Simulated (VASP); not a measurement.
**TaSi2: single point with PBE**

Crystal: TaSi2.

```
Ta Si
1.0
     4.80602    0.00000    0.00000
    -2.40301    4.16214    0.00000
     0.00000    0.00000    6.59953
Ta Si
3 6
Direct
  0.41011 0.00000 0.00000
  0.50000 0.50000 0.66667
  0.00000 0.50000 0.33333
  0.15892 0.31783 0.00000
  0.84108 0.15892 0.66667
  0.68217 0.84108 0.33333
  0.84108 0.68217 0.00000
  0.15892 0.84108 0.66667
  0.31783 0.15892 0.33333
```

This cell differs from its parent crystal: atom 1 (Ta) moved by -0.432 Å along [1 0 0] and +0.000 Å along [0 0 1].

```json
{"Program": "VASP 6.6.1", "Task": "single point", "Functional": "PBE", "Potentials or basis": "VASP PAW PBE potentials, release 64 (Ta_pv, Si)", "Cutoff": "520 eV", "k mesh": "9 × 9 × 6", "Occupations": "gaussian, width 0.15 eV", "Spin": "no spin polarisation"}
```

The pressure is 6.1 GPa. The largest force is 8.496 eV/Å.

Forces on the atoms (eV/Å):
```
Ta   8.496  0.000  0.000
Ta  -0.855 -0.361 -0.075
Ta  -0.855  0.361  0.075
Si  -2.373  1.128  0.136
Si  -0.590 -0.118  0.461
Si  -0.590  0.118 -0.461
Si  -2.373 -1.128 -0.136
Si  -0.429 -0.402 -1.257
Si  -0.429  0.402  1.257
```

Stress tensor (GPa, compression positive):
```
9.65 0.00 0.00
0.00 3.42 2.98
0.00 2.98 5.20
```

Levels at points of the mesh, in eV from the Fermi level:
```csv
k point,band 26,band 27,band 28,band 29,band 30,band 31,band 32,band 33
"(0.00, 0.00, 0.00)",-2.14,-2.14,-1.95,-1.41,0.61,2.49,2.68,2.78
"(0.00, 0.00, 0.50)",-2.01,-1.74,-1.65,0.77,1.00,2.29,2.35,2.46
```

It took 17 min on 1 thread of Oxide Virtual Turin-like Processor, on a shared host, peak memory 0.59 GiB.

Caveat: the cell differs from its parent crystal (atom 1 (Ta) moved by -0.432 Å along [1 0 0] and +0.000 Å along [0 0 1]); spin-orbit coupling is left out, which moves the levels of the heavy elements; forces of over 1 eV/Å act on the atoms, so gaps and moduli don't describe the material at rest.
